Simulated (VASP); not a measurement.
# Ti3Si (P6_3/mmc) in VASP: notebook

Runs on Ti3Si. Level: r2SCAN. Tasks: single point.

Program: VASP 6.6.1. These are calculated values, not measurements. Logs are shortened: lines on timing, memory, paths and dates and some standing lists are left out, and cuts for length are marked.

### Step 1. The cell of the first run

It takes space group P6_3/mmc (No. 194, hexagonal). The conventional cell has a = 5.629 Å, b = 5.629 Å, c = 4.504 Å, α = 90.00°, β = 90.00°, γ = 120.00°. Ti (site symmetry mm2) has 8 Ti at 2.73 to 2.90 Å and 4 Si at 2.75 to 2.81 Å within 3.6 Å. Si (site symmetry -6m2) has 12 Ti at 2.75 to 2.81 Å within 3.6 Å.

### Step 2. Single point, r2SCAN

Contents of POSCAR:

```
Ti3Si
1.0
    5.6285599835      0.0000000000      0.0000000000
   -2.8142799917      4.8744759324      0.0000000000
    0.0000000000      0.0000000000      4.5039465934
Ti Si
6 2
Direct
    0.3436961568      0.1718480784      0.7500000000
    0.8281519216      0.1718480784      0.7500000000
    0.8281519216      0.6563038432      0.7500000000
    0.6563038432      0.8281519216      0.2500000000
    0.1718480784      0.8281519216      0.2500000000
    0.1718480784      0.3436961568      0.2500000000
    0.3333333333      0.6666666667      0.7500000000
    0.6666666667      0.3333333333      0.2500000000
```

Contents of INCAR.step1:

```
SYSTEM = Ti3Si
PREC = Accurate
ENCUT = 520
ISMEAR = 0
SIGMA = 0.1
LREAL = .FALSE.
LASPH = .TRUE.
NELM = 100
NBANDS = 50
GGA = PE
ALGO = Normal
EDIFF = 1E-4
LWAVE = .TRUE.
LCHARG = .FALSE.
```

Contents of INCAR.step2:

```
SYSTEM = Ti3Si
PREC = Accurate
ENCUT = 520
EDIFF = 1E-6
ISMEAR = 0
SIGMA = 0.1
LREAL = .FALSE.
LASPH = .TRUE.
NELM = 100
ALGO = Normal
ISIF = 2
LWAVE = .FALSE.
LCHARG = .TRUE.
METAGGA = R2SCAN
LMIXTAU = .TRUE.
LELF = .TRUE.
LVHAR = .TRUE.
NBANDS = 50
ISTART = 1
```

Contents of KPOINTS:

```
Automatic mesh
0
G
  6 6 8
  0 0 0
```

Potentials or basis: VASP PAW PBE potentials, release 64 (Ti_sv, Si).

Launch:

```bash
cat potpaw_PBE.64/Ti_sv/POTCAR potpaw_PBE.64/Si/POTCAR > POTCAR
cp INCAR.step1 INCAR
mpirun -np 1 vasp_std > vasp.out
cp INCAR.step2 INCAR
mpirun -np 1 vasp_std > vasp.out
```

OUTCAR:

```text
SYSTEM = Ti3Si
   PREC = Accurate
   ENCUT = 520
   EDIFF = 1E-6
   ISMEAR = 0
   LREAL = .FALSE.
   LASPH = .TRUE.
   NELM = 100
   ISIF = 2
   METAGGA = R2SCAN
   ISTART = 1

 ion  position               nearest neighbor table
   1  0.344  0.172  0.750-   3 2.73   2 2.73   8 2.75   8 2.75   5 2.81   5 2.81   6 2.81   6 2.81
                             7 2.81   7 2.81   3 2.90   2 2.90
   2  0.828  0.172  0.750-   3 2.73   1 2.73   8 2.75   8 2.75   4 2.81   4 2.81   6 2.81   6 2.81
                             7 2.81   7 2.81   3 2.90   1 2.90
   3  0.828  0.656  0.750-   2 2.73   1 2.73   8 2.75   8 2.75   4 2.81   4 2.81   5 2.81   5 2.81
                             7 2.81   7 2.81   2 2.90   1 2.90
   4  0.656  0.828  0.250-   6 2.73   5 2.73   7 2.75   7 2.75   2 2.81   2 2.81   3 2.81   3 2.81
                             8 2.81   8 2.81   6 2.90   5 2.90
   5  0.172  0.828  0.250-   6 2.73   4 2.73   7 2.75   7 2.75   1 2.81   1 2.81   3 2.81   3 2.81
                             8 2.81   8 2.81   6 2.90   4 2.90
   6  0.172  0.344  0.250-   5 2.73   4 2.73   7 2.75   7 2.75   1 2.81   1 2.81   2 2.81   2 2.81
                             8 2.81   8 2.81   5 2.90   4 2.90
   7  0.333  0.667  0.750-   5 2.75   5 2.75   6 2.75   6 2.75   4 2.75   4 2.75   1 2.81   3 2.81
                             2 2.81   2 2.81   1 2.81   3 2.81
   8  0.667  0.333  0.250-   2 2.75   2 2.75   3 2.75   3 2.75   1 2.75   1 2.75   4 2.81   6 2.81
                             5 2.81   5 2.81   4 2.81   6 2.81

  LATTYP: Found a hexagonal cell.
 ALAT       =     5.6285599835
 C/A-ratio  =     0.8001951843

  Lattice vectors:

 A1 = (   5.6285599835,   0.0000000000,   0.0000000000)
 A2 = (  -2.8142799917,   4.8744759324,   0.0000000000)
 A3 = (   0.0000000000,   0.0000000000,   4.5039465934)

Analysis of symmetry for initial positions (statically):
=====================================================================
 Subroutine PRICEL returns:
 Original cell was already a primitive cell.

 Routine SETGRP: Setting up the symmetry group for a
 hexagonal supercell.

 Subroutine GETGRP returns: Found 24 space group operations
 (whereof 12 operations were pure point group operations)
 out of a pool of 24 trial point group operations.

The static configuration has the point symmetry D_3d.
 The point group associated with its full space group is D_6h.

Analysis of symmetry for dynamics (positions and initial velocities):
=====================================================================
 Subroutine PRICEL returns:
 Original cell was already a primitive cell.

 Routine SETGRP: Setting up the symmetry group for a
 hexagonal supercell.

 Subroutine GETGRP returns: Found 24 space group operations
 (whereof 12 operations were pure point group operations)
 out of a pool of 24 trial point group operations.

The dynamic configuration has the point symmetry D_3d.
 The point group associated with its full space group is D_6h.

 Subroutine INISYM returns: Found 24 space group operations
 (whereof 12 operations are pure point group operations),
 and found     1 'primitive' translations

----------------------------------------------------------------------------------------

                                     Primitive cell

  volume of cell :     123.5715

  direct lattice vectors                    reciprocal lattice vectors
     5.628559983  0.000000000  0.000000000     0.177665336  0.102575129  0.000000000
    -2.814279992  4.874475932  0.000000000     0.000000000  0.205150259  0.000000000
     0.000000000  0.000000000  4.503946593     0.000000000  0.000000000  0.222027499

  length of vectors
     5.628559983  5.628559983  4.503946593     0.205150259  0.205150259  0.222027499

  position of ions in fractional coordinates (direct lattice)
     0.343696157  0.171848078  0.750000000
     0.828151922  0.171848078  0.750000000
     0.828151922  0.656303843  0.750000000
     0.656303843  0.828151922  0.250000000
     0.171848078  0.828151922  0.250000000
     0.171848078  0.343696157  0.250000000
     0.333333333  0.666666667  0.750000000
     0.666666667  0.333333333  0.250000000

  ion indices of the primitive-cell ions
   primitive index   ion index
                 1           1
                 2           2
                 3           3
                 4           4
                 5           5
                 6           6
                 7           7
                 8           8

----------------------------------------------------------------------------------------

 KPOINTS: Automatic mesh

Automatic generation of k-mesh.
 Grid dimensions read from file:
 generate k-points for:    6    6    8

 Generating k-lattice:

  Cartesian coordinates                     Fractional coordinates (reciprocal lattice)
     0.029610889  0.017095855  0.000000000     0.166666667  0.000000000  0.000000000
     0.000000000  0.034191710  0.000000000     0.000000000  0.166666667  0.000000000
     0.000000000  0.000000000  0.027753437     0.000000000  0.000000000  0.125000000

  Length of vectors
     0.034191710  0.034191710  0.027753437

  Shift w.r.t. Gamma in fractional coordinates (k-lattice)
     0.000000000  0.000000000  0.000000000

 Subroutine IBZKPT returns following result:
 ===========================================

 Found     35 irreducible k-points:

 Following reciprocal coordinates:
            Coordinates               Weight
  0.000000  0.000000  0.000000      1.000000
  0.166667 -0.000000  0.000000      6.000000
  0.333333 -0.000000  0.000000      6.000000
  0.500000 -0.000000  0.000000      3.000000
  0.166667  0.166667  0.000000      6.000000
  0.333333  0.166667  0.000000     12.000000
[... 16 lines left out ...]
  0.166667 -0.000000  0.375000     12.000000
  0.333333 -0.000000  0.375000     12.000000
 [... further k-points ...]
   k-points           NKPTS =     35   k-points in BZ     NKDIM =     35   number of bands    NBANDS=     50
   number of dos      NEDOS =    301   number of ions     NIONS =      8
   total plane-waves  NPLWV =  63504
   dimension x,y,z NGX =    42 NGY =   42 NGZ =   36
   dimension x,y,z NGXF=    84 NGYF=   84 NGZF=   72
   ions per type =               6   2
   NGX,Y,Z   is equivalent  to a cutoff of  12.41, 12.41, 13.29 a.u.
   NGXF,Y,Z  is equivalent  to a cutoff of  24.81, 24.81, 26.58 a.u.
 SYSTEM =  Ti3Si
   PREC   = accura    normal or accurate (medium, high low for compatibility)
   ISTART =      1    job   : 0-new  1-cont  2-samecut
   ICHARG =      0    charge: 1-file 2-atom 10-const
   ISPIN  =      1    spin polarized calculation?
   LNONCOLLINEAR =      F non collinear calculations
   LSORBIT =      F    spin-orbit coupling
   LASPH  =      T    aspherical Exc in radial PAW
   ENCUT  =  520.0 eV  38.22 Ry    6.18 a.u.  10.47 10.47  8.37*2*pi/ulx,y,z
   NELM   =    100;   NELMIN=  2; NELMDL=  0     # of ELM steps
   EDIFF  = 0.1E-05   stopping-criterion for ELM
   LREAL  =      F    real-space projection
   EDIFFG = 0.1E-04   stopping-criterion for IOM
   NSW    =      0    number of steps for IOM
   IBRION =     -1    ionic relax: 0-MD 1-quasi-New 2-CG
   NFREE  =      0    steps in history (QN), initial steepest desc. (CG)
   ISIF   =      2    stress and relaxation
   ISYM   =      2    0-nonsym 1-usesym 2-fastsym
   POTIM  = 0.5000    time-step for ionic-motion
   TEBEG  =    0.0;   TEEND  =   0.0 temperature during run
   PSTRESS=    0.0 pullay stress
   NELECT =      80.0000    total number of electrons
   NUPDOWN=      -1.0000    fix difference up-down
   EMIN   =  10.00;   EMAX   =-10.00  energy-range for DOS
   EFERMI =   0.00;   METHOD = LEGACY
   ISMEAR =     0;   SIGMA  =   0.10  broadening in eV -4-tet -1-fermi 0-gaus
   EFERMI_NEDOS =   21; number of points for ismear=-14 and -15
   IALGO  =     38    algorithm
   IMIX   =      4    mixing-type and parameters
     AMIX     =   0.40;   BMIX     =  1.00
     AMIX_MAG =   1.60;   BMIX_MAG =  1.00
  volume/ion in A,a.u.               =      15.45       104.24
  Fermi-wavevector in a.u.,A,eV,Ry     =   1.416224  2.676276 27.289082  2.005691
  Thomas-Fermi vector in A             =   2.537581
   LORBIT       =      0    0 simple, 1 ext, 2 COOP (PROOUT), +10 PAW based schemes
   METAGGA = R2SCAN    functional components
   LHFCALC =     F    Hartree Fock is set to
   AEXX    =    0.0000 exact exchange contribution
   IVDW    =     0    specifies the selected vdW correction
   LEPSILON=     F    determine dielectric tensor
   LRPA    =     F    only Hartree local field effects (RPA)
 non-spin polarized calculation
 Gauss-broadening in eV      SIGMA  =   0.10
  energy-cutoff  :      520.00
  volume of cell :      123.57
 maximum number of plane-waves:      3365
 NGX is ok and might be reduce to    42
   NGX = 21   NGY = 21   NGZ = 17

 number of electron      79.9999995 magnetization

 Free energy of the ion-electron system (eV)
  ---------------------------------------------------
  ext. energy  EPLUGINS =         0.00000000
  ---------------------------------------------------
  free energy    TOTEN  =       -99.12804249 eV

  energy without entropy =      -99.09460888  energy(sigma->0) =      -99.11132568

 E-fermi :   9.5971     XC(G=0): -12.6551

 val. band max:        9.5950439689   @ k =   0.3333   0.1667   0.2500
 cond. band min:       9.6379126624   @ k =   0.3333   0.1667   0.0000
 fundamental gap:      0.0428686934
 Fermi energy:         9.5970728222

 k-point     1 :       0.0000    0.0000    0.0000
  band No.  band energies     occupation
      1     -49.5278      2.00000
      2     -49.3974      2.00000
      3     -49.3935      2.00000
      4     -49.3935      2.00000
      5     -49.3315      2.00000
      6     -49.3315      2.00000
[... 42 lines left out ...]
     49      11.8439      0.00000
     50      11.8439      0.00000

 k-point     2 :       0.1667   -0.0000    0.0000
  band No.  band energies     occupation
      1     -49.5198      2.00000
      2     -49.4053      2.00000
      3     -49.3938      2.00000
      4     -49.3937      2.00000
      5     -49.3316      2.00000
      6     -49.3313      2.00000
[... 42 lines left out ...]
     49      11.9292      0.00000
     50      12.0447      0.00000

 k-point     3 :       0.3333   -0.0000    0.0000
  band No.  band energies     occupation
      1     -49.4980      2.00000
      2     -49.4316      2.00000
      3     -49.3944      2.00000
      4     -49.3880      2.00000
      5     -49.3333      2.00000
      6     -49.3307      2.00000
[... 42 lines left out ...]
     49      11.8473      0.00000
     50      11.9306      0.00000

 k-point     4 :       0.5000   -0.0000    0.0000
  band No.  band energies     occupation
      1     -49.4728      2.00000
      2     -49.4588      2.00000
      3     -49.3946      2.00000
      4     -49.3846      2.00000
      5     -49.3349      2.00000
      6     -49.3305      2.00000
[... 999 lines left out ...]
 k-point    23 :       0.1667   -0.0000    0.3750
  band No.  band energies     occupation
      1     -49.4813      2.00000
      2     -49.4345      2.00000
      3     -49.3806      2.00000
      4     -49.3744      2.00000
      5     -49.3543      2.00000
      6     -49.3505      2.00000
[... 42 lines left out ...]
     49      11.5233      0.00000
     50      11.5652      0.00000

 k-point    24 :       0.3333   -0.0000    0.3750
  band No.  band energies     occupation
      1     -49.4640      2.00000
      2     -49.4300      2.00000
      3     -49.3930      2.00000
      4     -49.3747      2.00000
      5     -49.3642      2.00000
      6     -49.3503      2.00000
[... 42 lines left out ...]
     49      11.4979      0.00000
     50      11.5440      0.00000

 [... further k-points ...]

------------------------ aborting loop because EDIFF is reached ----------------------------------------

  FORCE on cell =-STRESS in cart. coord.  units (eV):
  Direction    XX          YY          ZZ          XY          YZ          ZX
  --------------------------------------------------------------------------------------
  -------------------------------------------------------------------------------------
  Total        0.3338329      0.3338329      0.3437810      0.0000000      0.0000000      0.0000000
  in kB        4.3283388      4.3283388      4.4573212      0.0000000      0.0000000      0.0000000
  external PRESSURE =       4.3713329 kB  Pullay stress =       0.0000000 kB

 VOLUME and BASIS-vectors are now :
 -----------------------------------------------------------------------------
  energy-cutoff  :      520.00
  volume of cell :      123.57
      direct lattice vectors                 reciprocal lattice vectors
     5.628559983  0.000000000  0.000000000     0.177665336  0.102575129  0.000000000
    -2.814279992  4.874475932  0.000000000     0.000000000  0.205150259  0.000000000
     0.000000000  0.000000000  4.503946593     0.000000000  0.000000000  0.222027499

 POSITION                                       TOTAL-FORCE (eV/Angst)
 -----------------------------------------------------------------------------------
      1.45089      0.83767      3.37796        -0.009719     -0.005611      0.000000
      4.17767      0.83767      3.37796         0.009719     -0.005611     -0.000000
      2.81428      3.19914      3.37796         0.000000      0.011222      0.000000
      1.36339      4.03681      1.12599         0.009719      0.005611      0.000000
     -1.36339      4.03681      1.12599        -0.009719      0.005611      0.000000
      0.00000      1.67534      1.12599        -0.000000     -0.011222     -0.000000
     -0.00000      3.24965      3.37796         0.000000     -0.000000      0.000000
      2.81428      1.62483      1.12599        -0.000000     -0.000000      0.000000
 -----------------------------------------------------------------------------------
    total drift:                               -0.000000      0.000000     -0.000000

  FREE ENERGIE OF THE ION-ELECTRON SYSTEM (eV)
  ---------------------------------------------------
  free  energy   TOTEN  =       -99.1280424889 eV

  energy  without entropy=      -99.0946088788  energy(sigma->0) =      -99.11132568
```

Run time: 33 min. Hardware: 1 thread of Oxide Virtual Turin-like, shared host; peak memory 0.31 GiB.

Results:

| Property | Result |
| --- | --- |
| Free energy | -99.1280 eV |
| Pressure | 0.4 GPa |
| Largest force | 0.011 eV/Å |
| Band gap on the k mesh | zero (bands 40 and 41 overlap by 0.39 eV) |

Forces in eV/Å, atoms in the order of the input:
```
Ti  -0.010 -0.006  0.000
Ti   0.010 -0.006  0.000
Ti   0.000  0.011  0.000
Ti   0.010  0.006  0.000
Ti  -0.010  0.006  0.000
Ti   0.000 -0.011  0.000
Si   0.000  0.000  0.000
Si   0.000  0.000  0.000
```

Levels at points of the mesh, in eV from the Fermi level:
```csv
k point,band 38,band 39,band 40,band 41,band 42,band 43
"(0.00, 0.00, 0.00)",-1.45,-0.89,-0.44,0.50,0.50,0.60
"(0.50, 0.00, 0.00)",-0.78,-0.77,0.07,0.36,0.45,0.64
"(0.00, 0.00, 0.50)",-1.30,-0.59,-0.59,-0.04,-0.04,-0.04
"(0.50, 0.00, 0.50)",-0.53,-0.34,-0.34,-0.06,-0.06,0.54
```

Caveat: the PAW data sets were made with another functional, which shifts forces and pressure a little.

[end of part 1 of 2]

The gap in the log of VASP goes by the Fermi energy; the results here count the filled bands.